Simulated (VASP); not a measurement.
# Dy3GaS2 (P-4m2) in VASP: single point with PBE

Aim: the single point of Dy3GaS2 with PBE.

Program: VASP 6.6.1. These are calculated values, not measurements. Logs are shortened: lines on timing, memory, paths and dates and some standing lists are left out, and cuts for length are marked.

## Step 1: The cell of the first run

Symmetry: P-4m2, No. 115, tetragonal system. Conventional cell: a = 5.462 Å, b = 5.462 Å, c = 5.379 Å, α = 90.00°, β = 90.00°, γ = 90.00°. Dy (site symmetry 2mm) has 2 Ga at 2.77 Å and 4 S at 2.77 to 3.54 Å and 2 Dy at 3.54 Å within 3.6 Å. Within 3.6 Å of Dy (site symmetry -4m2) lie 2 S at 2.69 Å and 4 Dy at 3.54 Å. Ga (site symmetry -4m2) has 2 S at 2.69 Å and 4 Dy at 2.77 Å within 3.5 Å. Within 3.6 Å of S (site symmetry -4m2) lie 2 Ga at 2.69 Å and 4 Dy at 3.54 Å. S (site symmetry -4m2) has 6 Dy at 2.69 to 2.77 Å within 3.5 Å.

The cell was built from a structure type or drawn by symmetry, and may not be a known phase.

## Step 2: Single point, PBE

File INCAR:

```
SYSTEM = Dy3GaS2
PREC = Accurate ; ENCUT = 500
EDIFF = 1E-6 ; ISMEAR = 0
SIGMA = 0.2 ; LREAL = .False.
LASPH = .True. ; NELM = 200
ALGO = Normal ; ISIF = 2
LWAVE = .False. ; LCHARG = .True.
GGA = PE ; LELF = .True.
LVHAR = .True. ; NBANDS = 35
GGA_COMPAT = .False. ; LMAXMIX = 6
```

File KPOINTS:

```
regular mesh
0
Gamma
  3 3 3
  0 0 0
```

File POSCAR:

```
Dy3GaS2
1.0
    5.4617056766      0.0000000000      0.0000000000
    0.0000000000      5.4617056766      0.0000000000
    0.0000000000      0.0000000000      5.3786080993
Dy Ga S
3 1 2
Direct
    0.0000000000      0.5000000000      0.5805860872
    0.5000000000      0.0000000000      0.4194139128
    0.5000000000      0.5000000000      0.0000000000
    0.0000000000      0.0000000000      0.5000000000
    0.0000000000      0.0000000000      0.0000000000
    0.5000000000      0.5000000000      0.5000000000
```

Potentials or basis: VASP PAW PBE potentials, release 64 (Dy_3, Ga_d, S), 4f in core.

Command:

```sh
$ cat potpaw_PBE.64/Dy_3/POTCAR potpaw_PBE.64/Ga_d/POTCAR potpaw_PBE.64/S/POTCAR > POTCAR
$ mpirun -np 1 vasp_std > vasp.out
```

OUTCAR:

```text
SYSTEM = Dy3GaS2
   PREC = Accurate
   ENCUT = 500
   EDIFF = 1E-6
   ISMEAR = 0
   LREAL = .False.
   LASPH = .True.
   NELM = 200
   ISIF = 2
   GGA = PE

 ion  position               nearest neighbor table
   1  0.000  0.500  0.581-   4 2.77   6 2.77   4 2.77   6 2.77   3 3.54   3 3.54
   2  0.500  0.000  0.419-   4 2.77   6 2.77   6 2.77   4 2.77   3 3.54   3 3.54
   3  0.500  0.500  0.000-   6 2.69   6 2.69   1 3.54   2 3.54   2 3.54   1 3.54
   4  0.000  0.000  0.500-   5 2.69   5 2.69   1 2.77   2 2.77   1 2.77   2 2.77
   5  0.000  0.000  0.000-   4 2.69   4 2.69
   6  0.500  0.500  0.500-   3 2.69   3 2.69   1 2.77   2 2.77   2 2.77   1 2.77

  LATTYP: Found a simple tetragonal cell.
 ALAT       =     5.4617056766
 C/A-ratio  =     0.9847854165

  Lattice vectors:

 A1 = (   5.4617056766,   0.0000000000,   0.0000000000)
 A2 = (   0.0000000000,   5.4617056766,   0.0000000000)
 A3 = (   0.0000000000,   0.0000000000,   5.3786080993)

Analysis of symmetry for initial positions (statically):
=====================================================================
 Subroutine PRICEL returns:
 Original cell was already a primitive cell.

 Routine SETGRP: Setting up the symmetry group for a
 simple tetragonal supercell.

 Subroutine GETGRP returns: Found  8 space group operations
 (whereof  8 operations were pure point group operations)
 out of a pool of 16 trial point group operations.

The static configuration has the point symmetry D_2d.

Analysis of symmetry for dynamics (positions and initial velocities):
=====================================================================
 Subroutine PRICEL returns:
 Original cell was already a primitive cell.

 Routine SETGRP: Setting up the symmetry group for a
 simple tetragonal supercell.

 Subroutine GETGRP returns: Found  8 space group operations
 (whereof  8 operations were pure point group operations)
 out of a pool of 16 trial point group operations.

The dynamic configuration has the point symmetry D_2d.

 Subroutine INISYM returns: Found  8 space group operations
 (whereof  8 operations are pure point group operations),
 and found     1 'primitive' translations

----------------------------------------------------------------------------------------

                                     Primitive cell

  volume of cell :     160.4451

  direct lattice vectors                    reciprocal lattice vectors
     5.461705677  0.000000000  0.000000000     0.183092986  0.000000000  0.000000000
     0.000000000  5.461705677  0.000000000     0.000000000  0.183092986  0.000000000
     0.000000000  0.000000000  5.378608099     0.000000000  0.000000000  0.185921707

  length of vectors
     5.461705677  5.461705677  5.378608099     0.183092986  0.183092986  0.185921707

  position of ions in fractional coordinates (direct lattice)
     0.000000000  0.500000000  0.580586087
     0.500000000  0.000000000  0.419413913
     0.500000000  0.500000000  0.000000000
     0.000000000  0.000000000  0.500000000
     0.000000000  0.000000000  0.000000000
     0.500000000  0.500000000  0.500000000

  ion indices of the primitive-cell ions
   primitive index   ion index
                 1           1
                 2           2
                 3           3
                 4           4
                 5           5
                 6           6

----------------------------------------------------------------------------------------

 KPOINTS: regular mesh

Automatic generation of k-mesh.
 Grid dimensions read from file:
 generate k-points for:    3    3    3

 Generating k-lattice:

  Cartesian coordinates                     Fractional coordinates (reciprocal lattice)
     0.061030995  0.000000000  0.000000000     0.333333333  0.000000000  0.000000000
     0.000000000  0.061030995  0.000000000     0.000000000  0.333333333  0.000000000
     0.000000000  0.000000000  0.061973902     0.000000000  0.000000000  0.333333333

  Length of vectors
     0.061030995  0.061030995  0.061973902

  Shift w.r.t. Gamma in fractional coordinates (k-lattice)
     0.000000000  0.000000000  0.000000000

 Subroutine IBZKPT returns following result:
 ===========================================

 Found      6 irreducible k-points:

 Following reciprocal coordinates:
            Coordinates               Weight
  0.000000  0.000000  0.000000      1.000000
  0.333333  0.000000  0.000000      4.000000
  0.333333  0.333333  0.000000      4.000000
  0.000000  0.000000  0.333333      2.000000
  0.333333  0.000000  0.333333      8.000000
  0.333333  0.333333  0.333333      8.000000
   k-points           NKPTS =      6   k-points in BZ     NKDIM =      6   number of bands    NBANDS=     35
   number of dos      NEDOS =    301   number of ions     NIONS =      6
   total plane-waves  NPLWV =  64000
   dimension x,y,z NGX =    40 NGY =   40 NGZ =   40
   dimension x,y,z NGXF=    80 NGYF=   80 NGZF=   80
   ions per type =               3   1   2
   NGX,Y,Z   is equivalent  to a cutoff of  12.18, 12.18, 12.36 a.u.
   NGXF,Y,Z  is equivalent  to a cutoff of  24.35, 24.35, 24.73 a.u.
 SYSTEM =  Dy3GaS2
   PREC   = accura    normal or accurate (medium, high low for compatibility)
   ISTART =      0    job   : 0-new  1-cont  2-samecut
   ICHARG =      2    charge: 1-file 2-atom 10-const
   ISPIN  =      1    spin polarized calculation?
   LNONCOLLINEAR =      F non collinear calculations
   LSORBIT =      F    spin-orbit coupling
   LASPH  =      T    aspherical Exc in radial PAW
   ENCUT  =  500.0 eV  36.75 Ry    6.06 a.u.   9.96  9.96  9.81*2*pi/ulx,y,z
   NELM   =    200;   NELMIN=  2; NELMDL= -5     # of ELM steps
   EDIFF  = 0.1E-05   stopping-criterion for ELM
   LREAL  =      F    real-space projection
   EDIFFG = 0.1E-04   stopping-criterion for IOM
   NSW    =      0    number of steps for IOM
   IBRION =     -1    ionic relax: 0-MD 1-quasi-New 2-CG
   NFREE  =      0    steps in history (QN), initial steepest desc. (CG)
   ISIF   =      2    stress and relaxation
   ISYM   =      2    0-nonsym 1-usesym 2-fastsym
   POTIM  = 0.5000    time-step for ionic-motion
   TEBEG  =    0.0;   TEEND  =   0.0 temperature during run
   PSTRESS=    0.0 pullay stress
   NELECT =      52.0000    total number of electrons
   NUPDOWN=      -1.0000    fix difference up-down
   EMIN   =  10.00;   EMAX   =-10.00  energy-range for DOS
   EFERMI =   0.00;   METHOD = LEGACY
   ISMEAR =     0;   SIGMA  =   0.20  broadening in eV -4-tet -1-fermi 0-gaus
   EFERMI_NEDOS =   21; number of points for ismear=-14 and -15
   IALGO  =     38    algorithm
   IMIX   =      4    mixing-type and parameters
     AMIX     =   0.40;   BMIX     =  1.00
     AMIX_MAG =   1.60;   BMIX_MAG =  1.00
  volume/ion in A,a.u.               =      26.74       180.46
  Fermi-wavevector in a.u.,A,eV,Ry     =   1.124520  2.125034 17.205177  1.264545
  Thomas-Fermi vector in A             =   2.261192
   LORBIT       =      0    0 simple, 1 ext, 2 COOP (PROOUT), +10 PAW based schemes
   GGA     = PE    functional components
   LHFCALC =     F    Hartree Fock is set to
   AEXX    =    0.0000 exact exchange contribution
   IVDW    =     0    specifies the selected vdW correction
   LEPSILON=     F    determine dielectric tensor
   LRPA    =     F    only Hartree local field effects (RPA)
 non-spin polarized calculation
 Gauss-broadening in eV      SIGMA  =   0.20
  energy-cutoff  :      500.00
  volume of cell :      160.45
 maximum number of plane-waves:      4100
 NGX is ok and might be reduce to    40
   NGX = 19   NGY = 19   NGZ = 19

 number of electron      52.0000019 magnetization

 Free energy of the ion-electron system (eV)
  ---------------------------------------------------
  ext. energy  EPLUGINS =         0.00000000
  ---------------------------------------------------
  free energy    TOTEN  =       -27.63607205 eV

  energy without entropy =      -27.49925080  energy(sigma->0) =      -27.56766142

 E-fermi :   3.8617     XC(G=0):  -9.6106

 val. band max:        3.8494012549   @ k =   0.3333   0.0000   0.3333
 cond. band min:       3.9197707530   @ k =   0.3333   0.3333   0.0000
 fundamental gap:      0.0703694981
 Fermi energy:         3.8616646828

 k-point     1 :       0.0000    0.0000    0.0000
  band No.  band energies     occupation
      1     -20.5518      2.00000
      2     -20.5518      2.00000
      3     -20.5022      2.00000
      4     -19.7745      2.00000
      5     -19.7620      2.00000
      6     -19.6592      2.00000
[... 27 lines left out ...]
     34       7.5381      0.00000
     35       7.5451      0.00000

 k-point     2 :       0.3333    0.0000    0.0000
  band No.  band energies     occupation
      1     -20.5511      2.00000
      2     -20.5476      2.00000
      3     -20.5020      2.00000
      4     -19.7740      2.00000
      5     -19.7678      2.00000
      6     -19.6700      2.00000
[... 27 lines left out ...]
     34       6.7849      0.00000
     35       6.9049      0.00000

 k-point     3 :       0.3333    0.3333    0.0000
  band No.  band energies     occupation
      1     -20.5475      2.00000
      2     -20.5466      2.00000
      3     -20.5002      2.00000
      4     -19.7763      2.00000
      5     -19.7684      2.00000
      6     -19.7579      2.00000
[... 27 lines left out ...]
     34       6.3501      0.00000
     35       7.0402      0.00000

 k-point     4 :       0.0000    0.0000    0.3333
  band No.  band energies     occupation
      1     -20.5458      2.00000
      2     -20.5458      2.00000
      3     -20.5163      2.00000
      4     -19.7831      2.00000
      5     -19.7722      2.00000
      6     -19.6669      2.00000
[... 27 lines left out ...]
     34       6.7263      0.00000
     35       6.7753      0.00000

 k-point     5 :       0.3333    0.0000    0.3333
  band No.  band energies     occupation
      1     -20.5521      2.00000
      2     -20.5455      2.00000
      3     -20.5313      2.00000
      4     -19.7846      2.00000
      5     -19.7694      2.00000
      6     -19.6530      2.00000
[... 27 lines left out ...]
     34       6.7091      0.00000
     35       6.8651      0.00000

 k-point     6 :       0.3333    0.3333    0.3333
  band No.  band energies     occupation
      1     -20.5600      2.00000
      2     -20.5498      2.00000
      3     -20.5422      2.00000
      4     -19.7731      2.00000
      5     -19.7694      2.00000
      6     -19.7126      2.00000
[... 27 lines left out ...]
     34       6.8335      0.00000
     35       7.1606      0.00000

------------------------ aborting loop because EDIFF is reached ----------------------------------------

  FORCE on cell =-STRESS in cart. coord.  units (eV):
  Direction    XX          YY          ZZ          XY          YZ          ZX
  --------------------------------------------------------------------------------------
  -------------------------------------------------------------------------------------
  Total       -0.5084964     -0.5084964     -0.4147699      0.0000000      0.0000000     -0.0000000
  in kB       -5.0777577     -5.0777577     -4.1418208      0.0000000      0.0000000     -0.0000000
  external PRESSURE =      -4.7657787 kB  Pullay stress =       0.0000000 kB

 VOLUME and BASIS-vectors are now :
 -----------------------------------------------------------------------------
  energy-cutoff  :      500.00
  volume of cell :      160.45
      direct lattice vectors                 reciprocal lattice vectors
     5.461705677  0.000000000  0.000000000     0.183092986  0.000000000  0.000000000
     0.000000000  5.461705677  0.000000000     0.000000000  0.183092986  0.000000000
     0.000000000  0.000000000  5.378608099     0.000000000  0.000000000  0.185921707

 POSITION                                       TOTAL-FORCE (eV/Angst)
 -----------------------------------------------------------------------------------
      0.00000      2.73085      3.12275        -0.000000      0.000000     -0.027651
      2.73085      0.00000      2.25586        -0.000000      0.000000      0.027651
      2.73085      2.73085      0.00000         0.000000     -0.000000      0.000000
      0.00000      0.00000      2.68930        -0.000000      0.000000      0.000000
      0.00000      0.00000      0.00000        -0.000000      0.000000      0.000000
      2.73085      2.73085      2.68930        -0.000000      0.000000      0.000000
 -----------------------------------------------------------------------------------
    total drift:                               -0.000000     -0.000000     -0.000000

  FREE ENERGIE OF THE ION-ELECTRON SYSTEM (eV)
  ---------------------------------------------------
  free  energy   TOTEN  =       -27.6360720495 eV

  energy  without entropy=      -27.4992507957  energy(sigma->0) =      -27.56766142
```

Run time: 35 s. Hardware: 1 thread of Intel Xeon Platinum 8488C (Sapphire Rapids), shared host; peak memory 0.25 GiB.

Results:

| Quantity | Value |
| --- | --- |
| Free energy | -27.6361 eV |
| Pressure | -0.5 GPa |
| Largest force | 0.028 eV/Å |
| Band gap on the k mesh | zero (bands 26 and 27 overlap by 0.60 eV) |

Forces in eV/Å, atoms in the order of the input:
```
Dy   0.000  0.000 -0.028
Dy   0.000  0.000  0.028
Dy   0.000  0.000  0.000
Ga   0.000  0.000  0.000
S    0.000  0.000  0.000
S    0.000  0.000  0.000
```

Levels at points of the mesh, in eV from the Fermi level:
```tsv
k point	band 22	band 23	band 24	band 25	band 26	band 27	band 28	band 29	band 30	band 31
(0.00, 0.00, 0.00)	-2.71	-2.71	-1.66	-0.87	-0.61	-0.61	-0.57	1.38	1.38	2.32
```

Caveat: the k points lie up to 0.39 Å⁻¹ apart, too coarse for converged energies and pressures of a metal; spin-orbit coupling is left out, which moves the levels of the heavy elements; the 4f electrons are frozen in the core, so they carry no moment and show no levels; the run has no spin polarisation, though such a crystal can be magnetic. With open d or f shells a metallic result of PBE can be an artefact of self-interaction; +U or a hybrid may open a gap.
